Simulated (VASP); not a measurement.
Input of a VASP 6.6.1 run:

INCAR

```
SYSTEM = GaN
  PREC = Accurate
  ENCUT = 520
  EDIFF = 1E-7
  ISMEAR = 0
  SIGMA = 0.02
  LREAL = .FALSE.
  LASPH = .TRUE.
  NELM = 80
  ALGO = Normal
  ISIF = 2
  LWAVE = .FALSE.
  LCHARG = .FALSE.
  GGA = PE
  NBANDS = 16
```

KPOINTS

```
regular mesh
0
G
  10 10 10
  0 0 0
```

Contents of POSCAR:

```
GaN
1.0
    0.0000000000      2.2037644967      2.2037644967
    2.2037644967      0.0000000000      2.2037644967
    2.2037644967      2.2037644967      0.0000000000
Ga N
1 1
Direct
    0.0000000000      0.0000000000      0.0000000000
    0.7500000000      0.7500000000      0.7500000000
```

Potentials or basis: VASP PAW PBE potentials, release 64 (Ga_d, N).

The run is started by

```console
$ cat potpaw_PBE.64/Ga_d/POTCAR potpaw_PBE.64/N/POTCAR > POTCAR
$ mpirun -np 1 vasp_std > vasp.out
```

**Question.** What does it give for the pressure?

**Answer.** 19.9 GPa.

**Question.** Estimate the band gap on the k mesh.

**Answer.** 2.16 eV, direct.

As with any semilocal functional, this PBE gap is likely too small.
